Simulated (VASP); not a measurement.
Write the native input for VASP 6.6.1 that does the following.

| Quantity | Value |
| --- | --- |
| Task | single point |
| Functional | PBE |
| Potentials or basis | VASP PAW PBE potentials, release 64 (Ni, O) |
| Cutoff | 520 eV |
| k mesh | 9 × 5 × 7 |
| Occupations | gaussian, width 0.05 eV |
| Spin | collinear spin, ferromagnetic start |
| Starting moments | [2.8, 2.8, 0.0, 0.0] μB |
| Hubbard terms | Ni d U = 6.2 eV |
| Dipole correction | no |
| Further INCAR settings | ALGO = Normal; EDIFF = 1e-06; NBANDS = 28 |

The structure of NiO lies in POSCAR:

```
NiO
1.0
   -1.4758484400     -0.8520815000     -2.4056700000
    1.4758484400      0.8520815000     -4.8113400000
    1.4758484400     -2.5562444900      0.0000000000
Ni O
2 2
Direct
    0.0000000000      0.0000000000      0.0000000000
    0.0000000000      0.5000000000      0.5000000000
    0.5000000000      0.0000000000      0.5000000000
    0.5000000000      0.5000000000      0.0000000000
```

These files were run (other wordings do the same):

INCAR

```
SYSTEM = NiO
  PREC = Accurate
  ENCUT = 520
  EDIFF = 1E-6
  ISMEAR = 0
  SIGMA = 0.05
  LREAL = .False.
  LASPH = .True.
  NELM = 150
  ALGO = Normal
  ISIF = 2
  LWAVE = .False.
  LCHARG = .False.
  ISPIN = 2
  MAGMOM = 2.8 2.8 0 0
  LORBIT = 11
  LMAXMIX = 4
  LDAU = .True.
  LDAUTYPE = 2
  LDAUL = 2 -1
  LDAUU = 6.2 0
  LDAUJ = 0 0
  LDAUPRINT = 1
  GGA = PE
  NBANDS = 28
```

KPOINTS

```
regular mesh
0
Gamma
  9 5 7
  0 0 0
```

Potentials or basis: VASP PAW PBE potentials, release 64 (Ni, O).

Run with:

```sh
$ cat potpaw_PBE.64/Ni/POTCAR potpaw_PBE.64/O/POTCAR > POTCAR
$ mpirun -np 1 vasp_std > vasp.out
```

It gave:

| Property | Result |
| --- | --- |
| Pressure | 3.4 GPa |
| Band gap on the k mesh | 2.55 eV |
| Net moment | 4.00 μB per cell |
| Site moments | Ni +1.82; O +0.17 μB |
| Valence electrons inside the program's atomic spheres | Ni 9.00; O 5.03 |

Caveat: the cell stands under pressure.

It took 5.9 min on 1 thread of AMD EPYC 7R43 64-Core Processor (Zen 3) (shared host), peak memory 0.22 GiB.
